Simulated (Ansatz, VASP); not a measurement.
# One calculation of Al2O3, two programs

```
CELL_PARAMETERS angstrom
2.38025 1.37424 4.33187
-2.38025 1.37424 4.33187
0.00000 -2.74848 4.33187
ATOMIC_POSITIONS crystal
Al 0.85216 0.85216 0.85216
Al 0.64784 0.64784 0.64784
Al 0.14784 0.14784 0.14784
Al 0.35216 0.35216 0.35216
O 0.05668 0.75000 0.44332
O 0.75000 0.44332 0.05668
O 0.44332 0.05668 0.75000
O 0.94332 0.25000 0.55668
O 0.25000 0.55668 0.94332
O 0.55668 0.94332 0.25000
```

Alike in both runs: task relaxation of cell and atoms; functional revPBE; dispersion D3(BJ); k mesh 7 × 7 × 7; occupations fermi-dirac, width 0.05 eV; no spin polarisation.

|  | VASP | Ansatz |
| --- | --- | --- |
| version | VASP 6.6.1 | Ansatz 0.2.0 |
| potentials or method | VASP PAW PBE potentials, release 64 (Al, O) | Ansatz PAW |
| plane-wave cutoff (eV) | 600 | 420 |
| valence electrons in the cell | 48 | 48 |

Ansatz gave:

- relaxed volume (Å³/atom): 8.58
- relaxed cell length with the largest relative difference (Å): 5.144

Question: Estimate VASP's values.

Answer: Relaxed volume (Å³/atom): 8.55; relaxed cell length with the largest relative difference (Å): 5.137.

VASP's potentials were made for PBE, not for revPBE.

Noted on Ansatz's run: odd divisions of the mesh miss points on the zone boundary, where band edges often lie, so the gap on the mesh can be too wide; the plane-wave basis is chosen anew once the cell has moved, so the energies of steps on either side of that aren't comparable.
